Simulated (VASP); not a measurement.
# AgBr (Fm-3m) in VASP: a series of runs

The runs below take AgBr through single point, with PBE, r2SCAN.

Program: VASP 6.6.1. These are calculated values, not measurements. Logs are shortened: lines on timing, memory, paths and dates and some standing lists are left out, and cuts for length are marked.

## (1) The cell of the first run

The structure is cubic, space group Fm-3m (No. 225). Conventional cell: a = 5.785 Å, b = 5.785 Å, c = 5.785 Å, α = 90.00°, β = 90.00°, γ = 90.00°. Ag (site symmetry m-3m) has 6 Br at 2.89 Å within 3.8 Å. Within 3.8 Å of Br (site symmetry m-3m) lie 6 Ag at 2.89 Å.

## (2) Single point, PBE

Input file INCAR:

```
SYSTEM = AgBr
PREC = Accurate
ENCUT = 500
EDIFF = 1E-6
ISMEAR = 0
SIGMA = 0.01
LREAL = .False.
LASPH = .True.
NELM = 120
ALGO = Normal
ISIF = 2
LWAVE = .False.
LCHARG = .True.
GGA = PE
LELF = .True.
LVHAR = .True.
NBANDS = 16
GGA_COMPAT = .False.
```

Input file KPOINTS:

```
Automatic mesh
0
Gamma
  8 8 8
  0 0 0
```

Input file POSCAR:

```
AgBr
1.0
    0.0000000000      2.8927333559      2.8927333559
    2.8927333559      0.0000000000      2.8927333559
    2.8927333559      2.8927333559      0.0000000000
Ag Br
1 1
Direct
    0.0000000000      0.0000000000      0.0000000000
    0.5000000000      0.5000000000      0.5000000000
```

Potentials or basis: VASP PAW PBE potentials, release 64 (Ag, Br).

Started as:

```console
cat potpaw_PBE.64/Ag/POTCAR potpaw_PBE.64/Br/POTCAR > POTCAR
mpirun -np 1 vasp_std > vasp.out
```

OUTCAR:

```text
SYSTEM = AgBr
   PREC = Accurate
   ENCUT = 500
   EDIFF = 1E-6
   ISMEAR = 0
   LREAL = .False.
   LASPH = .True.
   NELM = 120
   ISIF = 2
   GGA = PE

 ion  position               nearest neighbor table
   1  0.000  0.000  0.000-   2 2.89   2 2.89   2 2.89   2 2.89   2 2.89   2 2.89
   2  0.500  0.500  0.500-   1 2.89   1 2.89   1 2.89   1 2.89   1 2.89   1 2.89

  LATTYP: Found a face centered cubic cell.
 ALAT       =     5.7854667118

  Lattice vectors:

 A1 = (   0.0000000000,   2.8927333559,   2.8927333559)
 A2 = (   2.8927333559,   0.0000000000,   2.8927333559)
 A3 = (   2.8927333559,   2.8927333559,   0.0000000000)

Analysis of symmetry for initial positions (statically):
=====================================================================
 Subroutine PRICEL returns:
 Original cell was already a primitive cell.

 Routine SETGRP: Setting up the symmetry group for a
 face centered cubic supercell.

 Subroutine GETGRP returns: Found 48 space group operations
 (whereof 48 operations were pure point group operations)
 out of a pool of 48 trial point group operations.

The static configuration has the point symmetry O_h .

Analysis of symmetry for dynamics (positions and initial velocities):
=====================================================================
 Subroutine PRICEL returns:
 Original cell was already a primitive cell.

 Routine SETGRP: Setting up the symmetry group for a
 face centered cubic supercell.

 Subroutine GETGRP returns: Found 48 space group operations
 (whereof 48 operations were pure point group operations)
 out of a pool of 48 trial point group operations.

The dynamic configuration has the point symmetry O_h .

 Subroutine INISYM returns: Found 48 space group operations
 (whereof 48 operations are pure point group operations),
 and found     1 'primitive' translations

----------------------------------------------------------------------------------------

                                     Primitive cell

  volume of cell :      48.4122

  direct lattice vectors                    reciprocal lattice vectors
     0.000000000  2.892733356  2.892733356    -0.172846902  0.172846902  0.172846902
     2.892733356  0.000000000  2.892733356     0.172846902 -0.172846902  0.172846902
     2.892733356  2.892733356  0.000000000     0.172846902  0.172846902 -0.172846902

  length of vectors
     4.090942744  4.090942744  4.090942744     0.299379617  0.299379617  0.299379617

  position of ions in fractional coordinates (direct lattice)
     0.000000000  0.000000000  0.000000000
     0.500000000  0.500000000  0.500000000

  ion indices of the primitive-cell ions
   primitive index   ion index
                 1           1
                 2           2

----------------------------------------------------------------------------------------

 KPOINTS: Automatic mesh

Automatic generation of k-mesh.
 Grid dimensions read from file:
 generate k-points for:    8    8    8

 Generating k-lattice:

  Cartesian coordinates                     Fractional coordinates (reciprocal lattice)
    -0.021605863  0.021605863  0.021605863     0.125000000  0.000000000  0.000000000
     0.021605863 -0.021605863  0.021605863     0.000000000  0.125000000  0.000000000
     0.021605863  0.021605863 -0.021605863     0.000000000  0.000000000  0.125000000

  Length of vectors
     0.037422452  0.037422452  0.037422452

  Shift w.r.t. Gamma in fractional coordinates (k-lattice)
     0.000000000  0.000000000  0.000000000

 Subroutine IBZKPT returns following result:
 ===========================================

 Found     29 irreducible k-points:

 Following reciprocal coordinates:
            Coordinates               Weight
  0.000000  0.000000  0.000000      1.000000
  0.125000  0.000000  0.000000      8.000000
  0.250000  0.000000  0.000000      8.000000
  0.375000  0.000000  0.000000      8.000000
  0.500000  0.000000  0.000000      4.000000
  0.125000  0.125000  0.000000      6.000000
[... 16 lines left out ...]
  0.500000  0.250000  0.125000     48.000000
 -0.375000  0.250000  0.125000     24.000000
 [... further k-points ...]
   k-points           NKPTS =     29   k-points in BZ     NKDIM =     29   number of bands    NBANDS=     16
   number of dos      NEDOS =    301   number of ions     NIONS =      2
   total plane-waves  NPLWV =  27000
   dimension x,y,z NGX =    30 NGY =   30 NGZ =   30
   dimension x,y,z NGXF=    60 NGYF=   60 NGZF=   60
   ions per type =               1   1
   NGX,Y,Z   is equivalent  to a cutoff of  12.19, 12.19, 12.19 a.u.
   NGXF,Y,Z  is equivalent  to a cutoff of  24.38, 24.38, 24.38 a.u.
 SYSTEM =  AgBr
   PREC   = accura    normal or accurate (medium, high low for compatibility)
   ISTART =      0    job   : 0-new  1-cont  2-samecut
   ICHARG =      2    charge: 1-file 2-atom 10-const
   ISPIN  =      1    spin polarized calculation?
   LNONCOLLINEAR =      F non collinear calculations
   LSORBIT =      F    spin-orbit coupling
   LASPH  =      T    aspherical Exc in radial PAW
   ENCUT  =  500.0 eV  36.75 Ry    6.06 a.u.   7.46  7.46  7.46*2*pi/ulx,y,z
   NELM   =    120;   NELMIN=  2; NELMDL= -5     # of ELM steps
   EDIFF  = 0.1E-05   stopping-criterion for ELM
   LREAL  =      F    real-space projection
   EDIFFG = 0.1E-04   stopping-criterion for IOM
   NSW    =      0    number of steps for IOM
   IBRION =     -1    ionic relax: 0-MD 1-quasi-New 2-CG
   NFREE  =      0    steps in history (QN), initial steepest desc. (CG)
   ISIF   =      2    stress and relaxation
   ISYM   =      2    0-nonsym 1-usesym 2-fastsym
   POTIM  = 0.5000    time-step for ionic-motion
   TEBEG  =    0.0;   TEEND  =   0.0 temperature during run
   PSTRESS=    0.0 pullay stress
   NELECT =      18.0000    total number of electrons
   NUPDOWN=      -1.0000    fix difference up-down
   EMIN   =  10.00;   EMAX   =-10.00  energy-range for DOS
   EFERMI =   0.00;   METHOD = LEGACY
   ISMEAR =     0;   SIGMA  =   0.01  broadening in eV -4-tet -1-fermi 0-gaus
   EFERMI_NEDOS =   21; number of points for ismear=-14 and -15
   IALGO  =     38    algorithm
   IMIX   =      4    mixing-type and parameters
     AMIX     =   0.40;   BMIX     =  1.00
     AMIX_MAG =   1.60;   BMIX_MAG =  1.00
  volume/ion in A,a.u.               =      24.21       163.35
  Fermi-wavevector in a.u.,A,eV,Ry     =   1.177192  2.224570 18.854692  1.385781
  Thomas-Fermi vector in A             =   2.313543
   LORBIT       =      0    0 simple, 1 ext, 2 COOP (PROOUT), +10 PAW based schemes
   GGA     = PE    functional components
   LHFCALC =     F    Hartree Fock is set to
   AEXX    =    0.0000 exact exchange contribution
   IVDW    =     0    specifies the selected vdW correction
   LEPSILON=     F    determine dielectric tensor
   LRPA    =     F    only Hartree local field effects (RPA)
 non-spin polarized calculation
 Gauss-broadening in eV      SIGMA  =   0.01
  energy-cutoff  :      500.00
  volume of cell :       48.41
 maximum number of plane-waves:      1249
 NGX is ok and might be reduce to    30
   NGX = 15   NGY = 15   NGZ = 15

 number of electron      18.0000004 magnetization

 Free energy of the ion-electron system (eV)
  ---------------------------------------------------
  ext. energy  EPLUGINS =         0.00000000
  ---------------------------------------------------
  free energy    TOTEN  =        -4.99534698 eV

  energy without entropy =       -4.99534698  energy(sigma->0) =       -4.99534698

 E-fermi :   3.4277     XC(G=0):  -9.7410

 val. band max:        3.3356587113   @ k =   0.5000   0.0000   0.0000
 cond. band min:       4.0127770696   @ k =   0.0000   0.0000   0.0000
 fundamental gap:      0.6771183582
 Fermi energy:         3.4277247870

 k-point     1 :       0.0000    0.0000    0.0000
  band No.  band energies     occupation
      1     -11.5959      2.00000
      2       0.6363      2.00000
      3       0.6363      2.00000
      4       0.6365      2.00000
      5       0.6365      2.00000
      6       0.6365      2.00000
[... 8 lines left out ...]
     15      15.0274      0.00000
     16      15.0274      0.00000

 k-point     2 :       0.1250    0.0000    0.0000
  band No.  band energies     occupation
      1     -11.5391      2.00000
      2       0.2541      2.00000
      3       0.2541      2.00000
      4       0.3020      2.00000
      5       0.6770      2.00000
      6       0.6770      2.00000
[... 8 lines left out ...]
     15      14.2346      0.00000
     16      14.6215      0.00000

 k-point     3 :       0.2500    0.0000    0.0000
  band No.  band energies     occupation
      1     -11.3964      2.00000
      2      -0.6651      2.00000
      3      -0.2429      2.00000
      4      -0.2429      2.00000
      5       0.7772      2.00000
      6       0.7772      2.00000
[... 8 lines left out ...]
     15      14.6798      0.00000
     16      14.6798      0.00000

 k-point     4 :       0.3750    0.0000    0.0000
  band No.  band energies     occupation
      1     -11.2445      2.00000
      2      -1.4521      2.00000
      3      -0.5765      2.00000
      4      -0.5765      2.00000
      5       0.8810      2.00000
      6       0.8810      2.00000
[... 8 lines left out ...]
     15      15.7239      0.00000
     16      15.7239      0.00000

 k-point     5 :       0.5000    0.0000    0.0000
  band No.  band energies     occupation
      1     -11.1785      2.00000
      2      -1.7421      2.00000
      3      -0.6922      2.00000
      4      -0.6922      2.00000
      5       0.9251      2.00000
      6       0.9251      2.00000
[... 8 lines left out ...]
     15      16.5078      0.00000
     16      16.5078      0.00000

 k-point     6 :       0.1250    0.1250    0.0000
  band No.  band energies     occupation
      1     -11.5221      2.00000
      2      -0.1888      2.00000
      3       0.5200      2.00000
      4       0.5200      2.00000
      5       0.5987      2.00000
      6       0.6583      2.00000
[... 8 lines left out ...]
     15      16.1608      0.00000
     16      16.1719      0.00000

 k-point     7 :       0.2500    0.1250    0.0000
  band No.  band energies     occupation
      1     -11.4126      2.00000
      2      -0.7147      2.00000
      3       0.0780      2.00000
      4       0.1141      2.00000
      5       0.6633      2.00000
      6       0.7841      2.00000
[... 8 lines left out ...]
     15      15.8208      0.00000
     16      15.9106      0.00000

 k-point     8 :       0.3750    0.1250    0.0000
  band No.  band energies     occupation
      1     -11.2681      2.00000
      2      -1.2241      2.00000
      3      -0.4765      2.00000
      4      -0.3344      2.00000
      5       0.7755      2.00000
      6       0.8976      2.00000
[... 8 lines left out ...]
     15      16.0088      0.00000
     16      16.4162      0.00000

 k-point     9 :       0.5000    0.1250    0.0000
  band No.  band energies     occupation
      1     -11.1744      2.00000
      2      -1.5642      2.00000
      3      -0.6722      2.00000
      4      -0.6046      2.00000
      5       0.8811      2.00000
      6       0.9365      2.00000
[... 8 lines left out ...]
     15      16.6567      0.00000
     16      16.8985      0.00000
[... 172 lines left out ...]
 k-point    19 :       0.5000    0.3750    0.0000
  band No.  band energies     occupation
      1     -11.1528      2.00000
      2      -0.8464      2.00000
      3      -0.0447      2.00000
      4       0.0948      2.00000
      5       0.6486      2.00000
      6       0.9898      2.00000
[... 8 lines left out ...]
     15      17.7013      0.00000
     16      18.3255      0.00000

 k-point    20 :      -0.3750    0.3750    0.0000
  band No.  band energies     occupation
      1     -11.1290      2.00000
      2      -0.7125      2.00000
      3      -0.6344      2.00000
      4      -0.3204      2.00000
      5       0.7762      2.00000
      6       0.9761      2.00000
[... 8 lines left out ...]
     15      16.3457      0.00000
     16      18.8420      0.00000

 k-point    21 :       0.5000    0.5000    0.0000
  band No.  band energies     occupation
      1     -11.1479      2.00000
      2      -0.7745      2.00000
      3       0.3804      2.00000
      4       0.6164      2.00000
      5       0.6164      2.00000
      6       0.7880      2.00000
[... 8 lines left out ...]
     15      18.1681      0.00000
     16      18.1682      0.00000

 k-point    22 :       0.3750    0.2500    0.1250
  band No.  band energies     occupation
      1     -11.3065      2.00000
      2      -1.0552      2.00000
      3      -0.2999      2.00000
      4       0.0706      2.00000
      5       0.7312      2.00000
      6       0.8605      2.00000
[... 8 lines left out ...]
     15      16.7203      0.00000
     16      17.2697      0.00000

 k-point    23 :       0.5000    0.2500    0.1250
  band No.  band energies     occupation
      1     -11.1961      2.00000
      2      -1.2611      2.00000
      3      -0.5747      2.00000
      4      -0.3030      2.00000
      5       0.8180      2.00000
      6       0.9298      2.00000
[... 8 lines left out ...]
     15      17.0230      0.00000
     16      17.2871      0.00000

 k-point    24 :      -0.3750    0.2500    0.1250
  band No.  band energies     occupation
      1     -11.1489      2.00000
      2      -1.3246      2.00000
      3      -0.5995      2.00000
      4      -0.5749      2.00000
      5       0.8789      2.00000
      6       0.9324      2.00000
[... 8 lines left out ...]
     15      15.8624      0.00000
     16      17.5840      0.00000

 [... further k-points ...]

------------------------ aborting loop because EDIFF is reached ----------------------------------------

  FORCE on cell =-STRESS in cart. coord.  units (eV):
  Direction    XX          YY          ZZ          XY          YZ          ZX
  --------------------------------------------------------------------------------------
  -------------------------------------------------------------------------------------
  Total        0.3509826      0.3509826      0.3509826      0.0000000      0.0000000      0.0000000
  in kB       11.6155812     11.6155812     11.6155812      0.0000000      0.0000000      0.0000000
  external PRESSURE =      11.6155812 kB  Pullay stress =       0.0000000 kB

 VOLUME and BASIS-vectors are now :
 -----------------------------------------------------------------------------
  energy-cutoff  :      500.00
  volume of cell :       48.41
      direct lattice vectors                 reciprocal lattice vectors
     0.000000000  2.892733356  2.892733356    -0.172846902  0.172846902  0.172846902
     2.892733356  0.000000000  2.892733356     0.172846902 -0.172846902  0.172846902
     2.892733356  2.892733356  0.000000000     0.172846902  0.172846902 -0.172846902

 POSITION                                       TOTAL-FORCE (eV/Angst)
 -----------------------------------------------------------------------------------
      0.00000      0.00000      0.00000         0.000000      0.000000      0.000000
      2.89273      2.89273      2.89273        -0.000000     -0.000000     -0.000000
 -----------------------------------------------------------------------------------
    total drift:                               -0.000000      0.000000      0.000000

  FREE ENERGIE OF THE ION-ELECTRON SYSTEM (eV)
  ---------------------------------------------------
  free  energy   TOTEN  =        -4.9953469804 eV

  energy  without entropy=       -4.9953469804  energy(sigma->0) =       -4.99534698
```

Wall time 12 s (1 thread of Intel Xeon 6975P-C (Granite Rapids), shared host); peak memory 0.17 GiB.

Results:

```
Free energy            : -4.9953 eV
Pressure               : 1.2 GPa
Band gap on the k mesh : 0.68 eV (least direct gap 2.53 eV)
```

Levels at points of the mesh, in eV from the valence-band top:
| k point | band 5 | band 6 | band 7 | band 8 | band 9 | band 10 | band 11 | band 12 | band 13 | band 14 |
| --- | --- | --- | --- | --- | --- | --- | --- | --- | --- | --- |
| (0.00, 0.00, 0.00) | -2.70 | -2.70 | -1.85 | -1.85 | -1.85 | 0.68 | 9.92 | 9.92 | 9.92 | 11.20 |
| (0.50, 0.00, 0.00) | -2.41 | -2.41 | -2.08 | 0.00 | 0.00 | 3.80 | 6.46 | 6.81 | 6.81 | 12.20 |
| (0.50, 0.50, 0.00) | -2.72 | -2.55 | -2.31 | -2.31 | -2.23 | 1.65 | 7.10 | 8.97 | 10.93 | 10.93 |

[end of part 1 of 2]
